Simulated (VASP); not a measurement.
Wanted: the native input for a VASP 6.6.1 run.

| Quantity | Value |
| --- | --- |
| Task | single point |
| Functional | BLYP |
| Potentials or basis | VASP PAW PBE potentials, release 64 (Os) |
| Cutoff | 520 eV |
| k mesh | 21 × 21 × 12 |
| Occupations | fermi-dirac, width 0.1 eV |
| Spin | no spin polarisation |
| Dipole correction | no |
| Further INCAR settings | ALGO = Normal; EDIFF = 1e-06; NBANDS = 15 |

The structure of Os lies in POSCAR:

```
Os
1.0
    2.9056693092      0.0000000000      0.0000000000
   -1.4528346546      2.5163834368      0.0000000000
    0.0000000000      0.0000000000      4.5676294004
Os
2
Direct
    0.3333333333      0.6666666667      0.2500000000
    0.6666666667      0.3333333333      0.7500000000
```

One way to write it, as run:

INCAR

```
SYSTEM = Os
  AGGAC = 1.0
  AGGAX = 1.0
  ALDAC = 0.0
  ALDAX = 1.0
  ALGO = Normal
  EDIFF = 1E-6
  ENCUT = 520
  GGA = B5
  ISIF = 2
  ISMEAR = -1
  LASPH = .TRUE.
  LCHARG = .FALSE.
  LREAL = .FALSE.
  LWAVE = .FALSE.
  NBANDS = 15
  NELM = 100
  PREC = Accurate
  SIGMA = 0.1
```

KPOINTS

```
k-points
0
G
  21 21 12
  0 0 0
```

Potentials or basis: VASP PAW PBE potentials, release 64 (Os).

Run with:

```console
$ cat potpaw_PBE.64/Os/POTCAR > POTCAR
$ mpirun -np 1 vasp_std > vasp.out
```

Results of the run:

The pressure is -28.0 GPa and the band gap on the k mesh is zero (bands 8 and 9 overlap by 2.92 eV).

Caveat: the cell stands under tension; the PAW data sets were made with another functional, which shifts forces and pressure a little; spin-orbit coupling is left out, which moves the levels of the heavy elements.

It took 57 s on 1 thread of Intel(R) Xeon(R) 6975P-C (Granite Rapids) (shared host), peak memory 0.27 GiB.
